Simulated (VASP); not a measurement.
A run of VASP 6.6.1 is set up as follows.

Contents of INCAR:

```
  PREC = Accurate
  ENCUT = 520
  EDIFF = 1E-6
  ISMEAR = -1
  SIGMA = 0.05
  LREAL = False
  LASPH = True
  NELM = 100
  ALGO = Normal
  ISIF = 2
  LWAVE = False
  LCHARG = False
  GGA = PS
  NBANDS = 15
```

Contents of KPOINTS:

```
regular mesh
0
Gamma
  15 15 15
```

File POSCAR:

```
ZrC
1.0
   -0.0235021000      2.3384589500      2.3384589500
    2.3384589500     -0.0235021000      2.3384589500
    2.3384589500      2.3384589500     -0.0235021000
Zr C
1 1
Direct
    0.5000000000      0.5000000000      0.5000000000
    0.0000000000      0.0000000000      0.0000000000
```

Potentials or basis: VASP PAW PBE potentials, release 64 (Zr_sv, C).

The run is started by

```console
$ cat potpaw_PBE.64/Zr_sv/POTCAR potpaw_PBE.64/C/POTCAR > POTCAR
$ mpirun -np 1 vasp_std > vasp.out
```

(1) Estimate the pressure.

(2) What does it give for the band gap on the k mesh?

## Answers

(1) -4.2 GPa.

(2) zero (band 8 reaches 10.48 eV, above the bottom of band 9 at 9.17 eV).

Caveat: the cell differs from its parent crystal (equal xy, yz and zx shear strains of -1 %); the PAW data sets were made with another functional, which shifts forces and pressure a little.
